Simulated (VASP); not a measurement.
# H10SO4: single point with PBE+D3(BJ)

The system is H10SO4.

```
O H S
1.0
     5.64622    0.00000    0.00000
     0.00000    5.64622    0.00000
     0.00000    0.00000    5.64622
O H S
4 10 1
Direct
  0.87420 0.60272 0.75346
  0.30045 0.64750 0.13676
  0.22202 0.95969 0.80693
  0.53425 0.87163 0.45964
  0.72941 0.66498 0.66859
  0.91406 0.46872 0.65485
  0.29795 0.76260 0.00073
  0.29595 0.49088 0.06395
  0.32833 0.95698 0.66862
  0.10016 0.86894 0.74131
  0.43479 0.77225 0.35546
  0.66216 0.94531 0.35252
  0.82407 0.33401 0.10322
  0.10123 0.11555 0.10320
  0.94070 0.16266 0.26186
```

```
Program                : VASP 6.6.1
Task                   : single point
Functional             : PBE
Dispersion             : D3(BJ)
Potentials or basis    : VASP PAW PBE potentials, release 64 (O, H, S)
Cutoff                 : 520 eV
k mesh                 : 1 × 1 × 1
Occupations            : fermi-dirac, width 0.02 eV
Spin                   : no spin polarisation
Dipole correction      : no
Further INCAR settings : LREAL = Auto; ALGO = Normal; EDIFF = 1e-06; NBANDS = 33
```

| Item | Value |
| --- | --- |
| Pressure | 0.8 GPa |
| Largest force | 3.087 eV/Å |
| Band gap on the k mesh | 4.27 eV |
| Dispersion energy per atom | -0.038 eV |

Forces on the atoms (eV/Å):
```
O   -1.189  0.453 -0.455
O   -0.012 -0.403 -0.348
O    1.604  1.355  0.297
O    1.126  0.641 -0.052
H    0.757  0.036  0.432
H    0.365 -0.436 -0.271
H   -0.171 -0.088  0.148
H   -0.021  0.234  0.306
H    1.053  0.427 -0.095
H   -2.598 -1.627 -0.363
H    0.030 -0.361 -0.544
H   -1.033 -0.619  0.847
H    1.053 -1.374  1.323
H    0.849 -0.445 -1.000
S   -1.815  2.205 -0.225
```

Stress tensor (GPa, compression positive):
```
 1.84  2.08 -1.03
 2.08  0.23  2.50
-1.03  2.50  0.18
```

Levels at points of the mesh, in eV from the valence-band top:
```csv
k point,band 18,band 19,band 20,band 21,band 22,band 23
"(0.00, 0.00, 0.00)",-0.82,-0.61,0.00,4.27,5.75,7.42
```

Wall time 20 s on 1 thread of Intel(R) Xeon(R) Platinum 8488C (Sapphire Rapids), on a shared host, peak memory 0.24 GiB.

Caveat: the k points lie up to 1.11 Å⁻¹ apart.
